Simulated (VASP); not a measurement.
# SiO2 (P4_2/mnm) in VASP: further runs

Runs on SiO2. Level: r2SCAN. Tasks: single point.

Program: VASP 6.6.1. These are calculated values, not measurements. Logs are shortened: lines on timing, memory, paths and dates and some standing lists are left out, and cuts for length are marked.

## 1. The cell of the first run

Symmetry: P4_2/mnm, No. 136, tetragonal system. Conventional cell: a = 4.520 Å, b = 4.520 Å, c = 2.882 Å, α = 90.00°, β = 90.00°, γ = 90.00°. Si (site symmetry mmm) has 6 O at 1.90 to 1.96 Å within 2.5 Å. O (site symmetry m2m) has 3 Si at 1.90 to 1.96 Å and 1 O at 2.48 Å within 2.5 Å.

## 2. Single point, r2SCAN (strain +0.080 along x and y, +0.080 along z)

POSCAR

```
SiO2
1.0
    4.5202385623      0.0000000000      0.0000000000
    0.0000000000      4.5202385623      0.0000000000
    0.0000000000      0.0000000000      2.8822445712
Si O
2 4
Direct
    0.5000000000      0.5000000000      0.5000000000
    0.0000000000      0.0000000000      0.0000000000
    0.6938852014      0.6938852014      0.0000000000
    0.1938852014      0.8061147986      0.5000000000
    0.3061147986      0.3061147986      0.0000000000
    0.8061147986      0.1938852014      0.5000000000
```

INCAR.step1

```
SYSTEM = SiO2
PREC     = Accurate       ! precision mode
ENCUT    = 520            ! plane-wave cutoff, eV
ISMEAR   = 0              ! smearing method
SIGMA    = 0.05           ! smearing width, eV
LREAL    = .False.        ! projectors in reciprocal space
LASPH    = .True.         ! aspherical terms in the spheres
NELM     = 80             ! most SCF steps
NBANDS   = 25             ! bands
GGA      = PE             ! functional
ALGO     = Normal         ! electronic algorithm
EDIFF    = 1E-4           ! SCF threshold, eV
LWAVE    = .True.         ! write WAVECAR
LCHARG   = .False.        ! write CHGCAR
```

INCAR.step2

```
SYSTEM = SiO2
PREC     = Accurate       ! precision mode
ENCUT    = 520            ! plane-wave cutoff, eV
EDIFF    = 1E-6           ! SCF threshold, eV
ISMEAR   = 0              ! smearing method
SIGMA    = 0.05           ! smearing width, eV
LREAL    = .False.        ! projectors in reciprocal space
LASPH    = .True.         ! aspherical terms in the spheres
NELM     = 80             ! most SCF steps
ALGO     = Normal         ! electronic algorithm
ISIF     = 2              ! what is computed and relaxed
LWAVE    = .False.        ! write WAVECAR
LCHARG   = .False.        ! write CHGCAR
METAGGA  = R2SCAN         ! meta-GGA
LMIXTAU  = .True.       
NBANDS   = 25             ! bands
ISTART   = 1
```

KPOINTS

```
regular mesh
0
Gamma
  6 6 8
  0 0 0
```

Potentials or basis: VASP PAW PBE potentials, release 64 (Si, O).

Run with:

```console
$ cat potpaw_PBE.64/Si/POTCAR potpaw_PBE.64/O/POTCAR > POTCAR
$ cp INCAR.step1 INCAR
$ mpirun -np 1 vasp_std > vasp.out
$ cp INCAR.step2 INCAR
$ mpirun -np 1 vasp_std > vasp.out
```

OUTCAR:

```text
SYSTEM = SiO2
   PREC = Accurate
   ENCUT = 520
   EDIFF = 1E-6
   ISMEAR = 0
   LREAL = .False.
   LASPH = .True.
   NELM = 80
   ISIF = 2
   METAGGA = R2SCAN
   ISTART = 1

 ion  position               nearest neighbor table
   1  0.500  0.500  0.500-   3 1.90   5 1.90   3 1.90   5 1.90   4 1.96   6 1.96
   2  0.000  0.000  0.000-   4 1.90   6 1.90   4 1.90   6 1.90   5 1.96   3 1.96
   3  0.694  0.694  0.000-   1 1.90   1 1.90   2 1.96
   4  0.194  0.806  0.500-   2 1.90   2 1.90   1 1.96
   5  0.306  0.306  0.000-   1 1.90   1 1.90   2 1.96
   6  0.806  0.194  0.500-   2 1.90   2 1.90   1 1.96

  LATTYP: Found a simple tetragonal cell.
 ALAT       =     4.5202385623
 C/A-ratio  =     0.6376310744

  Lattice vectors:

 A1 = (   4.5202385623,   0.0000000000,   0.0000000000)
 A2 = (   0.0000000000,   4.5202385623,   0.0000000000)
 A3 = (   0.0000000000,   0.0000000000,   2.8822445712)

Analysis of symmetry for initial positions (statically):
=====================================================================
 Subroutine PRICEL returns:
 Original cell was already a primitive cell.

 Routine SETGRP: Setting up the symmetry group for a
 simple tetragonal supercell.

 Subroutine GETGRP returns: Found 16 space group operations
 (whereof  8 operations were pure point group operations)
 out of a pool of 16 trial point group operations.

The static configuration has the point symmetry D_2h.
 The point group associated with its full space group is D_4h.

Analysis of symmetry for dynamics (positions and initial velocities):
=====================================================================
 Subroutine PRICEL returns:
 Original cell was already a primitive cell.

 Routine SETGRP: Setting up the symmetry group for a
 simple tetragonal supercell.

 Subroutine GETGRP returns: Found 16 space group operations
 (whereof  8 operations were pure point group operations)
 out of a pool of 16 trial point group operations.

The dynamic configuration has the point symmetry D_2h.
 The point group associated with its full space group is D_4h.

 Subroutine INISYM returns: Found 16 space group operations
 (whereof  8 operations are pure point group operations),
 and found     1 'primitive' translations

----------------------------------------------------------------------------------------

                                     Primitive cell

  volume of cell :      58.8916

[... 100 lines left out ...]
   IBRION =     -1    ionic relax: 0-MD 1-quasi-New 2-CG
   NFREE  =      0    steps in history (QN), initial steepest desc. (CG)
   ISIF   =      2    stress and relaxation
   ISYM   =      2    0-nonsym 1-usesym 2-fastsym
   POTIM  = 0.5000    time-step for ionic-motion
   TEBEG  =    0.0;   TEEND  =   0.0 temperature during run
   PSTRESS=    0.0 pullay stress
   NELECT =      32.0000    total number of electrons
   NUPDOWN=      -1.0000    fix difference up-down
   EMIN   =  10.00;   EMAX   =-10.00  energy-range for DOS
   EFERMI =   0.00;   METHOD = LEGACY
   ISMEAR =     0;   SIGMA  =   0.05  broadening in eV -4-tet -1-fermi 0-gaus
   EFERMI_NEDOS =   21; number of points for ismear=-14 and -15
   IALGO  =     38    algorithm
   IMIX   =      4    mixing-type and parameters
     AMIX     =   0.40;   BMIX     =  1.00
     AMIX_MAG =   1.60;   BMIX_MAG =  1.00
  volume/ion in A,a.u.               =       9.82        66.24
  Fermi-wavevector in a.u.,A,eV,Ry     =   1.335899  2.524483 24.281315  1.784626
  Thomas-Fermi vector in A             =   2.464567
   LORBIT       =      0    0 simple, 1 ext, 2 COOP (PROOUT), +10 PAW based schemes
   METAGGA = R2SCAN    functional components
   LHFCALC =     F    Hartree Fock is set to
   AEXX    =    0.0000 exact exchange contribution
   IVDW    =     0    specifies the selected vdW correction
   LEPSILON=     F    determine dielectric tensor
   LRPA    =     F    only Hartree local field effects (RPA)
 non-spin polarized calculation
 Gauss-broadening in eV      SIGMA  =   0.05
  energy-cutoff  :      520.00
  volume of cell :       58.89
 maximum number of plane-waves:      1618
 NGX is ok and might be reduce to    36
   NGX = 17   NGY = 17   NGZ = 11

 number of electron      32.0000004 magnetization

 Free energy of the ion-electron system (eV)
  ---------------------------------------------------
  ext. energy  EPLUGINS =         0.00000000
  ---------------------------------------------------
  free energy    TOTEN  =       -56.60948382 eV

  energy without entropy =      -56.60948382  energy(sigma->0) =      -56.60948382

 E-fermi :   5.1038     XC(G=0): -11.6734

 val. band max:        4.9004321470   @ k =   0.0000   0.0000   0.0000
 cond. band min:       7.5951177863   @ k =   0.0000   0.0000   0.0000
 fundamental gap:      2.6946856393
 Fermi energy:         5.1037754715

 k-point     1 :       0.0000    0.0000    0.0000
  band No.  band energies     occupation
      1     -16.4226      2.00000
      2     -13.9144      2.00000
      3     -13.9144      2.00000
      4     -13.7327      2.00000
      5      -4.7956      2.00000
      6      -0.3848      2.00000
[... 661 lines left out ...]
     24      17.4760      0.00000
     25      18.3793      0.00000

 [... further k-points ...]

------------------------ aborting loop because EDIFF is reached ----------------------------------------

  FORCE on cell =-STRESS in cart. coord.  units (eV):
  Direction    XX          YY          ZZ          XY          YZ          ZX
  --------------------------------------------------------------------------------------
  -------------------------------------------------------------------------------------
  Total      -16.1627623    -16.1627623    -20.1452268      0.0000000      0.0000000      0.0000000
  in kB     -439.7163627   -439.7163627   -548.0613831      0.0000000      0.0000000      0.0000000
  external PRESSURE =    -475.8313695 kB  Pullay stress =       0.0000000 kB

 VOLUME and BASIS-vectors are now :
 -----------------------------------------------------------------------------
  energy-cutoff  :      520.00
  volume of cell :       58.89
      direct lattice vectors                 reciprocal lattice vectors
     4.520238562  0.000000000  0.000000000     0.221227262  0.000000000  0.000000000
     0.000000000  4.520238562  0.000000000     0.000000000  0.221227262  0.000000000
     0.000000000  0.000000000  2.882244571     0.000000000  0.000000000  0.346951820

 POSITION                                       TOTAL-FORCE (eV/Angst)
 -----------------------------------------------------------------------------------
      2.26012      2.26012      1.44112        -0.000000      0.000000      0.000000
      0.00000      0.00000      0.00000        -0.000000      0.000000      0.000000
      3.13653      3.13653      0.00000        -0.852379     -0.852379     -0.000000
      0.87641      3.64383      1.44112        -0.852379      0.852379      0.000000
      1.38371      1.38371      0.00000         0.852379      0.852379      0.000000
      3.64383      0.87641      1.44112         0.852379     -0.852379      0.000000
 -----------------------------------------------------------------------------------
    total drift:                                0.000000      0.000000      0.000000

  FREE ENERGIE OF THE ION-ELECTRON SYSTEM (eV)
  ---------------------------------------------------
  free  energy   TOTEN  =       -56.6094838172 eV

  energy  without entropy=      -56.6094838172  energy(sigma->0) =      -56.60948382
```

Run time: 3.8 min. Hardware: 1 thread of Intel Xeon Platinum 8175M at 2.50GHz (Skylake/Cascade Lake), shared host; peak memory 0.2 GiB.

What came out:

| Property | Result |
| --- | --- |
| Free energy | -56.6095 eV |
| Pressure | -47.6 GPa |
| Largest force | 1.205 eV/Å |
| Band gap on the k mesh | 2.69 eV, direct |

Forces on the atoms (eV/Å):
```
Si   0.000  0.000  0.000
Si   0.000  0.000  0.000
O   -0.852 -0.852  0.000
O   -0.852  0.852  0.000
O    0.852  0.852  0.000
O    0.852 -0.852  0.000
```

Stress tensor (GPa, compression positive):
```
-43.97   0.00   0.00
  0.00 -43.97   0.00
  0.00   0.00 -54.81
```

Levels at points of the mesh, in eV from the valence-band top:
```csv
k point,band 12,band 13,band 14,band 15,band 16,band 17,band 18,band 19,band 20,band 21
"(0.00, 0.00, 0.00)",-2.53,-2.26,-0.74,-0.74,0.00,2.69,6.38,7.49,7.49,10.49
"(0.50, 0.00, 0.00)",-2.98,-2.23,-2.23,-0.84,-0.84,5.53,5.53,8.26,8.26,10.39
"(0.50, 0.50, 0.00)",-2.62,-2.19,-2.19,-1.65,-1.65,5.55,5.55,8.82,8.82,11.54
"(0.00, 0.00, 0.50)",-3.88,-2.16,-2.16,-1.97,-1.97,7.01,7.01,11.13,11.13,11.36
"(0.50, 0.00, 0.50)",-3.07,-1.79,-1.79,-1.29,-1.29,7.05,7.05,8.36,8.36,12.50
"(0.50, 0.50, 0.50)",-3.80,-1.38,-1.38,-1.15,-1.15,5.41,5.41,10.08,10.08,11.42
```

Caveat: the cell differs from its parent crystal (strain +0.080 along x and y, +0.080 along z); the PAW data sets were made with another functional, which shifts forces and pressure a little.

## 3. Single point, r2SCAN (strain +0.040 along x and y, -0.080 along z)

Changes to POSCAR since step 2:

```diff
@@ -2,5 +2,5 @@
 1.0
-    4.5202385623      0.0000000000      0.0000000000
-    0.0000000000      4.5202385623      0.0000000000
-    0.0000000000      0.0000000000      2.8822445712
+    4.3528223192      0.0000000000      0.0000000000
+    0.0000000000      4.3528223192      0.0000000000
+    0.0000000000      0.0000000000      2.4552453754
 Si O
```

Changes to INCAR.step1 since step 2:

```diff
@@ -7,3 +7,3 @@
 LASPH    = .True.         ! aspherical terms in the spheres
-NELM     = 80             ! most SCF steps
+NELM     = 60             ! most SCF steps
 NBANDS   = 25             ! bands
```

Changes to INCAR.step2 since step 2:

```diff
@@ -8,3 +8,3 @@
 LASPH    = .True.         ! aspherical terms in the spheres
-NELM     = 80             ! most SCF steps
+NELM     = 60             ! most SCF steps
 ALGO     = Normal         ! electronic algorithm
@@ -12,5 +12,7 @@
 LWAVE    = .False.        ! write WAVECAR
-LCHARG   = .False.        ! write CHGCAR
+LCHARG   = .True.         ! write CHGCAR
 METAGGA  = R2SCAN         ! meta-GGA
 LMIXTAU  = .True.       
+LELF     = .True.         ! ELF
+LVHAR    = .True.       
 NBANDS   = 25             ! bands
```

KPOINTS

```
Automatic mesh
0
Gamma
  6 6 8
  0 0 0
```

Potentials or basis: VASP PAW PBE potentials, release 64 (Si, O).

Run with:

```console
$ cat potpaw_PBE.64/Si/POTCAR potpaw_PBE.64/O/POTCAR > POTCAR
$ cp INCAR.step1 INCAR
$ mpirun -np 1 vasp_std > vasp.out
$ cp INCAR.step2 INCAR
$ mpirun -np 1 vasp_std > vasp.out
```

OUTCAR:

```text
SYSTEM = SiO2
   PREC = Accurate
   ENCUT = 520
   EDIFF = 1E-6
   ISMEAR = 0
   LREAL = .False.
   LASPH = .True.
   NELM = 60
   ISIF = 2
   METAGGA = R2SCAN
   ISTART = 1

 ion  position               nearest neighbor table
   1  0.500  0.500  0.500-   3 1.71   5 1.71   3 1.71   5 1.71   4 1.88   6 1.88
   2  0.000  0.000  0.000-   4 1.71   6 1.71   4 1.71   6 1.71   5 1.88   3 1.88
   3  0.694  0.694  0.000-   1 1.71   1 1.71   2 1.88
   4  0.194  0.806  0.500-   2 1.71   2 1.71   1 1.88
   5  0.306  0.306  0.000-   1 1.71   1 1.71   2 1.88
   6  0.806  0.194  0.500-   2 1.71   2 1.71   1 1.88

  LATTYP: Found a simple tetragonal cell.
 ALAT       =     4.3528223192
 C/A-ratio  =     0.5640582581

  Lattice vectors:

 A1 = (   4.3528223192,   0.0000000000,   0.0000000000)
 A2 = (   0.0000000000,   4.3528223192,   0.0000000000)
 A3 = (   0.0000000000,   0.0000000000,   2.4552453754)

Analysis of symmetry for initial positions (statically):
=====================================================================
 Subroutine PRICEL returns:
[... 184 lines left out ...]
 cond. band min:      14.2505177333   @ k =   0.0000   0.0000   0.0000
 fundamental gap:      6.7355784873
 Fermi energy:         7.7166116946

 k-point     1 :       0.0000    0.0000    0.0000
  band No.  band energies     occupation
      1     -16.0207      2.00000
      2     -12.6894      2.00000
      3     -12.6894      2.00000
      4     -12.6645      2.00000
      5      -3.4513      2.00000
      6       0.5821      2.00000
[... 661 lines left out ...]
     24      23.0304      0.00000
     25      23.5744      0.00000

 [... further k-points ...]

------------------------ aborting loop because EDIFF is reached ----------------------------------------

  FORCE on cell =-STRESS in cart. coord.  units (eV):
  Direction    XX          YY          ZZ          XY          YZ          ZX
  --------------------------------------------------------------------------------------
  -------------------------------------------------------------------------------------
  Total       -3.7339476     -3.7339476     17.7139685      0.0000000      0.0000000      0.0000000
  in kB     -128.6003116   -128.6003116    610.0840492      0.0000000      0.0000000      0.0000000
  external PRESSURE =     117.6278087 kB  Pullay stress =       0.0000000 kB

 VOLUME and BASIS-vectors are now :
 -----------------------------------------------------------------------------
  energy-cutoff  :      520.00
  volume of cell :       46.52
      direct lattice vectors                 reciprocal lattice vectors
     4.352822319  0.000000000  0.000000000     0.229736003  0.000000000  0.000000000
     0.000000000  4.352822319  0.000000000     0.000000000  0.229736003  0.000000000
     0.000000000  0.000000000  2.455245375     0.000000000  0.000000000  0.407291267

 POSITION                                       TOTAL-FORCE (eV/Angst)
 -----------------------------------------------------------------------------------
      2.17641      2.17641      1.22762         0.000000      0.000000      0.000000
      0.00000      0.00000      0.00000         0.000000      0.000000      0.000000
      3.02036      3.02036      0.00000        -0.579215     -0.579215      0.000000
      0.84395      3.50887      1.22762        -0.579215      0.579215      0.000000
      1.33246      1.33246      0.00000         0.579215      0.579215      0.000000
      3.50887      0.84395      1.22762         0.579215     -0.579215      0.000000
 -----------------------------------------------------------------------------------
    total drift:                                0.000000     -0.000000      0.000000

  FREE ENERGIE OF THE ION-ELECTRON SYSTEM (eV)
  ---------------------------------------------------
  free  energy   TOTEN  =       -57.9314229609 eV

  energy  without entropy=      -57.9314229609  energy(sigma->0) =      -57.93142296
```

OSZICAR.step1:

```text
N       E                     dE             d eps       ncg     rms          rms(c)
DAV:   1     0.140157907650E+03    0.14016E+03   -0.17779E+04  2500   0.124E+03
DAV:   2    -0.432402664630E+02   -0.18340E+03   -0.17573E+03  3136   0.284E+02
DAV:   3    -0.500554553030E+02   -0.68152E+01   -0.67866E+01  3343   0.523E+01
DAV:   4    -0.500993443686E+02   -0.43889E-01   -0.43875E-01  2973   0.487E+00
DAV:   5    -0.500996973603E+02   -0.35299E-03   -0.35295E-03  3355   0.414E-01    0.183E+01
DAV:   6    -0.453882173963E+02    0.47115E+01   -0.12731E+01  3147   0.244E+01    0.858E+00
DAV:   7    -0.454107273378E+02   -0.22510E-01   -0.82587E-01  3189   0.536E+00    0.305E+00
DAV:   8    -0.454185203716E+02   -0.77930E-02   -0.30490E-02  3053   0.153E+00    0.109E+00
DAV:   9    -0.454237503143E+02   -0.52299E-02   -0.10860E-02  3122   0.858E-01    0.269E-01
DAV:  10    -0.454239381713E+02   -0.18786E-03   -0.56223E-04  3302   0.178E-01    0.496E-02
DAV:  11    -0.454239387734E+02   -0.60212E-06   -0.66452E-05  2012   0.637E-02
   1 F= -.45423939E+02 E0= -.45423939E+02  d E =-.508393E-19
```

Wall time 46 s (1 thread of Intel Xeon 6975P-C (Granite Rapids), shared host); peak memory 0.17 GiB.

Results:

```yaml
Free_energy: -57.9314 eV
Pressure: 11.8 GPa
Largest_force: 0.819 eV/Å
Band_gap_on_the_k_mesh: 6.74 eV, direct
```

Forces in eV/Å, atoms in the order of the input:
```
Si   0.000  0.000  0.000
Si   0.000  0.000  0.000
O   -0.579 -0.579  0.000
O   -0.579  0.579  0.000
O    0.579  0.579  0.000
O    0.579 -0.579  0.000
```

Caveat: the cell differs from its parent crystal (strain +0.040 along x and y, -0.080 along z); the PAW data sets were made with another functional, which shifts forces and pressure a little. A k mesh can miss the band edges.

(Continued in part 2 of 2.)
